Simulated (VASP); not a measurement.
# LiCl (Pm-3m) in VASP: notebook

LiCl is run at these levels: PBEsol; tasks: single point, relaxation of cell and atoms.

Everything below comes from runs of VASP 6.6.1. Logs are shortened: lines on timing, memory, paths and dates and some standing lists are left out, and cuts for length are marked.

### Step 1. The cell of the first run

Symmetry: Pm-3m, No. 221, cubic system. The conventional cell has a = 3.231 Å, b = 3.231 Å, c = 3.231 Å, α = 90.00°, β = 90.00°, γ = 90.00°. Li (site symmetry m-3m) has 8 Cl at 2.80 Å and 6 Li at 3.23 Å within 3.7 Å. Within 3.7 Å of Cl (site symmetry m-3m) lie 8 Li at 2.80 Å and 6 Cl at 3.23 Å.

### Step 2. Single point, PBEsol

The input, INCAR:

```
PREC = Accurate
ENCUT = 520
EDIFF = 1E-6
ISMEAR = -1
SIGMA = 0.03
LREAL = F
LASPH = T
NELM = 80
ALGO = Normal
ISIF = 2
LWAVE = F
LCHARG = F
GGA = PS
NBANDS = 12
```

The input, KPOINTS:

```
regular mesh
0
Gamma
  6 6 6
```

The input, POSCAR:

```
LiCl
1.0
    3.2310440101      0.0000000000      0.0000000000
    0.0000000000      3.2310440101      0.0000000000
    0.0000000000      0.0000000000      3.2310440101
Li Cl
1 1
Direct
    0.0000000000      0.0000000000      0.0000000000
    0.5000000000      0.5000000000      0.5000000000
```

Potentials or basis: VASP PAW PBE potentials, release 64 (Li_sv, Cl).

Started as:

```sh
$ cat potpaw_PBE.64/Li_sv/POTCAR potpaw_PBE.64/Cl/POTCAR > POTCAR
$ mpirun -np 1 vasp_std > vasp.out
```

OUTCAR:

```text
PREC = Accurate
   ENCUT = 520
   EDIFF = 1E-6
   ISMEAR = -1
   LREAL = F
   LASPH = T
   NELM = 80
   ISIF = 2
   GGA = PS

 ion  position               nearest neighbor table
   1  0.000  0.000  0.000-
   2  0.500  0.500  0.500-

  LATTYP: Found a simple cubic cell.
 ALAT       =     3.2310440101

  Lattice vectors:

 A1 = (   3.2310440101,   0.0000000000,   0.0000000000)
 A2 = (   0.0000000000,   3.2310440101,   0.0000000000)
 A3 = (   0.0000000000,   0.0000000000,   3.2310440101)

Analysis of symmetry for initial positions (statically):
=====================================================================
 Subroutine PRICEL returns:
 Original cell was already a primitive cell.

 Routine SETGRP: Setting up the symmetry group for a
 simple cubic supercell.

 Subroutine GETGRP returns: Found 48 space group operations
 (whereof 48 operations were pure point group operations)
 out of a pool of 48 trial point group operations.

The static configuration has the point symmetry O_h .

Analysis of symmetry for dynamics (positions and initial velocities):
=====================================================================
 Subroutine PRICEL returns:
 Original cell was already a primitive cell.

 Routine SETGRP: Setting up the symmetry group for a
 simple cubic supercell.

 Subroutine GETGRP returns: Found 48 space group operations
 (whereof 48 operations were pure point group operations)
 out of a pool of 48 trial point group operations.

The dynamic configuration has the point symmetry O_h .

 Subroutine INISYM returns: Found 48 space group operations
 (whereof 48 operations are pure point group operations),
 and found     1 'primitive' translations

----------------------------------------------------------------------------------------

                                     Primitive cell

  volume of cell :      33.7310

  direct lattice vectors                    reciprocal lattice vectors
     3.231044010  0.000000000  0.000000000     0.309497487  0.000000000  0.000000000
     0.000000000  3.231044010  0.000000000     0.000000000  0.309497487  0.000000000
     0.000000000  0.000000000  3.231044010     0.000000000  0.000000000  0.309497487

  length of vectors
     3.231044010  3.231044010  3.231044010     0.309497487  0.309497487  0.309497487

  position of ions in fractional coordinates (direct lattice)
     0.000000000  0.000000000  0.000000000
     0.500000000  0.500000000  0.500000000

  ion indices of the primitive-cell ions
   primitive index   ion index
                 1           1
                 2           2

----------------------------------------------------------------------------------------

 KPOINTS: regular mesh

Automatic generation of k-mesh.
 Grid dimensions read from file:
 generate k-points for:    6    6    6

 Generating k-lattice:

  Cartesian coordinates                     Fractional coordinates (reciprocal lattice)
     0.051582914  0.000000000  0.000000000     0.166666667  0.000000000  0.000000000
     0.000000000  0.051582914  0.000000000     0.000000000  0.166666667  0.000000000
     0.000000000  0.000000000  0.051582914     0.000000000  0.000000000  0.166666667

  Length of vectors
     0.051582914  0.051582914  0.051582914

  Shift w.r.t. Gamma in fractional coordinates (k-lattice)
     0.000000000  0.000000000  0.000000000

 Subroutine IBZKPT returns following result:
 ===========================================

 Found     20 irreducible k-points:

 Following reciprocal coordinates:
            Coordinates               Weight
  0.000000  0.000000  0.000000      1.000000
  0.166667  0.000000  0.000000      6.000000
  0.333333  0.000000  0.000000      6.000000
  0.500000  0.000000  0.000000      3.000000
  0.166667  0.166667  0.000000     12.000000
  0.333333  0.166667  0.000000     24.000000
[... 12 lines left out ...]
  0.500000  0.500000  0.333333      6.000000
  0.500000  0.500000  0.500000      1.000000
   k-points           NKPTS =     20   k-points in BZ     NKDIM =     20   number of bands    NBANDS=     12
   number of dos      NEDOS =    301   number of ions     NIONS =      2
   total plane-waves  NPLWV =  13824
   dimension x,y,z NGX =    24 NGY =   24 NGZ =   24
   dimension x,y,z NGXF=    48 NGYF=   48 NGZF=   48
   ions per type =               1   1
   NGX,Y,Z   is equivalent  to a cutoff of  12.35, 12.35, 12.35 a.u.
   NGXF,Y,Z  is equivalent  to a cutoff of  24.70, 24.70, 24.70 a.u.
 SYSTEM =  unknown system
   PREC   = accura    normal or accurate (medium, high low for compatibility)
   ISTART =      0    job   : 0-new  1-cont  2-samecut
   ICHARG =      2    charge: 1-file 2-atom 10-const
   ISPIN  =      1    spin polarized calculation?
   LNONCOLLINEAR =      F non collinear calculations
   LSORBIT =      F    spin-orbit coupling
   LASPH  =      T    aspherical Exc in radial PAW
   ENCUT  =  520.0 eV  38.22 Ry    6.18 a.u.   6.01  6.01  6.01*2*pi/ulx,y,z
   NELM   =     80;   NELMIN=  2; NELMDL= -5     # of ELM steps
   EDIFF  = 0.1E-05   stopping-criterion for ELM
   LREAL  =      F    real-space projection
   EDIFFG = 0.1E-04   stopping-criterion for IOM
   NSW    =      0    number of steps for IOM
   IBRION =     -1    ionic relax: 0-MD 1-quasi-New 2-CG
   NFREE  =      0    steps in history (QN), initial steepest desc. (CG)
   ISIF   =      2    stress and relaxation
   ISYM   =      2    0-nonsym 1-usesym 2-fastsym
   POTIM  = 0.5000    time-step for ionic-motion
   TEBEG  =    0.0;   TEEND  =   0.0 temperature during run
   PSTRESS=    0.0 pullay stress
   NELECT =      10.0000    total number of electrons
   NUPDOWN=      -1.0000    fix difference up-down
   EMIN   =  10.00;   EMAX   =-10.00  energy-range for DOS
   EFERMI =   0.00;   METHOD = LEGACY
   ISMEAR =    -1;   SIGMA  =   0.03  broadening in eV -4-tet -1-fermi 0-gaus
   EFERMI_NEDOS =   21; number of points for ismear=-14 and -15
   IALGO  =     38    algorithm
   IMIX   =      4    mixing-type and parameters
     AMIX     =   0.40;   BMIX     =  1.00
     AMIX_MAG =   1.60;   BMIX_MAG =  1.00
  volume/ion in A,a.u.               =      16.87       113.81
  Fermi-wavevector in a.u.,A,eV,Ry     =   1.091604  2.062833 16.212706  1.191600
  Thomas-Fermi vector in A             =   2.227853
   LORBIT       =      0    0 simple, 1 ext, 2 COOP (PROOUT), +10 PAW based schemes
   GGA     = PS    functional components
   LHFCALC =     F    Hartree Fock is set to
   AEXX    =    0.0000 exact exchange contribution
   IVDW    =     0    specifies the selected vdW correction
   LEPSILON=     F    determine dielectric tensor
   LRPA    =     F    only Hartree local field effects (RPA)
 non-spin polarized calculation
  energy-cutoff  :      520.00
  volume of cell :       33.73
 maximum number of plane-waves:       931
   NGX = 13   NGY = 13   NGZ = 13

 number of electron      10.0000000 magnetization

 number of electron       9.9999995 magnetization

 Free energy of the ion-electron system (eV)
  ---------------------------------------------------
  ext. energy  EPLUGINS =         0.00000000
  ---------------------------------------------------
  free energy    TOTEN  =        -7.09965298 eV

  energy without entropy =       -7.09965298  energy(sigma->0) =       -7.09965298

 E-fermi :   2.5118     XC(G=0):  -8.9326

 val. band max:        1.8307272419   @ k =   0.5000   0.5000   0.0000
 cond. band min:       6.2524417131   @ k =   0.0000   0.0000   0.0000
 fundamental gap:      4.4217144712
 Fermi energy:         2.5118058129

 k-point     1 :       0.0000    0.0000    0.0000
  band No.  band energies     occupation
      1     -42.7391      2.00000
      2     -12.5976      2.00000
      3       0.9445      2.00000
      4       0.9445      2.00000
      5       0.9445      2.00000
      6       6.2524      0.00000
      7      10.2782      0.00000
      8      10.2782      0.00000
      9      15.2214      0.00000
     10      15.2214      0.00000
     11      15.2214      0.00000
     12      18.9922      0.00000

 k-point     2 :       0.1667    0.0000    0.0000
  band No.  band energies     occupation
      1     -42.7382      2.00000
      2     -12.4686      2.00000
      3      -0.1462      2.00000
      4       1.0625      2.00000
      5       1.0625      2.00000
      6       6.8389      0.00000
      7      10.6097      0.00000
      8      11.0045      0.00000
      9      14.1847      0.00000
     10      14.1847      0.00000
     11      15.4179      0.00000
     12      19.1898      0.00000

 k-point     3 :       0.3333    0.0000    0.0000
  band No.  band energies     occupation
      1     -42.7364      2.00000
      2     -12.1867      2.00000
      3      -1.7409      2.00000
      4       1.3174      2.00000
      5       1.3174      2.00000
      6       7.4045      0.00000
      7      11.5020      0.00000
      8      11.5716      0.00000
      9      12.6586      0.00000
     10      12.6586      0.00000
     11      17.6919      0.00000
     12      17.7317      0.00000
[... 226 lines left out ...]
 k-point    19 :       0.5000    0.5000    0.3333
  band No.  band energies     occupation
      1     -42.7301      2.00000
      2     -11.1026      2.00000
      3      -1.1073      2.00000
      4      -1.1073      2.00000
      5      -0.2656      2.00000
      6       6.7999      0.00000
      7       7.6673      0.00000
      8       7.6673      0.00000
      9      14.3575      0.00000
     10      17.5414      0.00000
     11      19.5954      0.00000
     12      19.5954      0.00000

 k-point    20 :       0.5000    0.5000    0.5000
  band No.  band energies     occupation
      1     -42.7293      2.00000
      2     -10.9690      2.00000
      3      -0.8339      2.00000
      4      -0.8339      2.00000
      5      -0.8339      2.00000
      6       6.7749      0.00000
      7       6.7749      0.00000
      8       6.7749      0.00000
      9      14.0697      0.00000
     10      20.7357      0.00000
     11      20.7357      0.00000
     12      20.7357      0.00000

------------------------ aborting loop because EDIFF is reached ----------------------------------------

  FORCE on cell =-STRESS in cart. coord.  units (eV):
  Direction    XX          YY          ZZ          XY          YZ          ZX
  --------------------------------------------------------------------------------------
  -------------------------------------------------------------------------------------
  Total       -0.0199673     -0.0199673     -0.0199673      0.0000000      0.0000000      0.0000000
  in kB       -0.9484192     -0.9484192     -0.9484192      0.0000000      0.0000000      0.0000000
  external PRESSURE =      -0.9484192 kB  Pullay stress =       0.0000000 kB

 VOLUME and BASIS-vectors are now :
 -----------------------------------------------------------------------------
  energy-cutoff  :      520.00
  volume of cell :       33.73
      direct lattice vectors                 reciprocal lattice vectors
     3.231044010  0.000000000  0.000000000     0.309497487  0.000000000  0.000000000
     0.000000000  3.231044010  0.000000000     0.000000000  0.309497487  0.000000000
     0.000000000  0.000000000  3.231044010     0.000000000  0.000000000  0.309497487

 POSITION                                       TOTAL-FORCE (eV/Angst)
 -----------------------------------------------------------------------------------
      0.00000      0.00000      0.00000         0.000000      0.000000      0.000000
      1.61552      1.61552      1.61552         0.000000      0.000000      0.000000
 -----------------------------------------------------------------------------------
    total drift:                                0.000000     -0.000000     -0.000000

  FREE ENERGIE OF THE ION-ELECTRON SYSTEM (eV)
  ---------------------------------------------------
  free  energy   TOTEN  =        -7.0996529834 eV

  energy  without entropy=       -7.0996529834  energy(sigma->0) =       -7.09965298
```

Run time: 2.9 s. Hardware: 1 thread of AMD EPYC 9R45 (Zen 5), shared host; peak memory 0.1 GiB.

What came out:

```yaml
Free_energy: -7.0997 eV
Band_gap_on_the_k_mesh: 4.42 eV, indirect (least direct gap 5.04 eV)
```

Caveat: the cutoff is under 1.25 times the usual one of these potentials, so pressure, stress and relaxed cells hold a basis-set (Pulay) error; the PAW data sets were made with another functional, which shifts forces and pressure a little. PBEsol gaps usually lie below the measured ones, often by a third to a half.

### Step 3. Relaxation of cell and atoms, PBEsol

This run uses another cell than the first one, of 16.43 Å³/atom, 0.974 times its volume.

The input, INCAR:

```
SYSTEM = LiCl
ALGO = Normal
EDIFF = 1E-6
EDIFFG = -0.01
ENCUT = 600
GGA = PS
IBRION = 2
ISIF = 3
ISMEAR = -1
LASPH = .True.
LCHARG = .False.
LREAL = .False.
LWAVE = .False.
NELM = 100
NSW = 100
PREC = Accurate
SIGMA = 0.03
```

The input, KPOINTS:

```
k-points
0
Gamma
  6 6 6
  0 0 0
```

The input, POSCAR:

```
LiCl
1.0
    3.2028734500      0.0000000000      0.0000000000
    0.0000000000      3.2028734500      0.0000000000
    0.0000000000      0.0000000000      3.2028734500
Li Cl
1 1
Direct
    0.0000000000      0.0000000000      0.0000000000
    0.5000000000      0.5000000000      0.5000000000
```

Potentials or basis: VASP PAW PBE potentials, release 64 (Li_sv, Cl).

Started as:

```sh
$ cat potpaw_PBE.64/Li_sv/POTCAR potpaw_PBE.64/Cl/POTCAR > POTCAR
$ mpirun -np 1 vasp_std > vasp.out
```

Wall time 6.8 s (1 thread of AMD EPYC 9R45 (Zen 5), shared host); peak memory 0.12 GiB.

The run converged. Its results:

```yaml
Free_energy: -7.0993 eV
Relaxed_volume: 16.82 Å³/atom
Relaxed_cell: a = 3.228 Å, b = 3.228 Å, c = 3.228 Å, α = 90.00°, β = 90.00°, γ = 90.00°
Space_group_after_relaxing_to_0.05_Å: Pm-3m (No. 221)
Energy_gained_by_relaxing: 1.1 meV/atom
Ionic_steps: 3
Pressure_after_relaxing: 0.0 GPa
Band_gap_on_the_k_mesh: 4.43 eV, indirect (least direct gap 5.03 eV)
```

Step by step:
```
step  energy change (eV)  largest force (eV/Å)  pressure (GPa)  volume (Å³)
   1              0.0000                0.0000            0.91        32.86
   2             -0.0018                0.0000            0.38        33.30
   3             -0.0022                0.0000            0.02        33.63
```

Final structure:
```cif
data_structure
_symmetry_space_group_name_H-M 'P 1'
_symmetry_Int_Tables_number 1
_cell_length_a 3.2280
_cell_length_b 3.2280
_cell_length_c 3.2280
_cell_angle_alpha 90.000
_cell_angle_beta 90.000
_cell_angle_gamma 90.000
_cell_volume 33.63
loop_
_atom_site_label
_atom_site_type_symbol
_atom_site_fract_x
_atom_site_fract_y
_atom_site_fract_z
_atom_site_occupancy
Li1 Li 0.00000 0.00000 0.00000 1
Cl1 Cl 0.50000 0.50000 0.50000 1
```

Levels at points of the mesh, in eV from the valence-band top:
```tsv
k point	band 2	band 3	band 4	band 5	band 6	band 7	band 8	band 9
(0.00, 0.00, 0.00)	-14.44	-0.89	-0.89	-0.89	4.43	8.44	8.44	13.41
(0.50, 0.00, 0.00)	-13.87	-4.25	-0.38	-0.38	5.76	9.69	10.19	10.19
(0.50, 0.50, 0.00)	-13.30	-3.61	-3.61	0.00	5.03	9.89	9.89	10.58
(0.50, 0.50, 0.50)	-12.80	-2.68	-2.68	-2.68	4.94	4.94	4.94	12.25
```

Caveat: the cutoff is under 1.25 times the usual one of these potentials, so pressure, stress and relaxed cells hold a basis-set (Pulay) error; the PAW data sets were made with another functional, which shifts forces and pressure a little. A k mesh can miss the band edges.
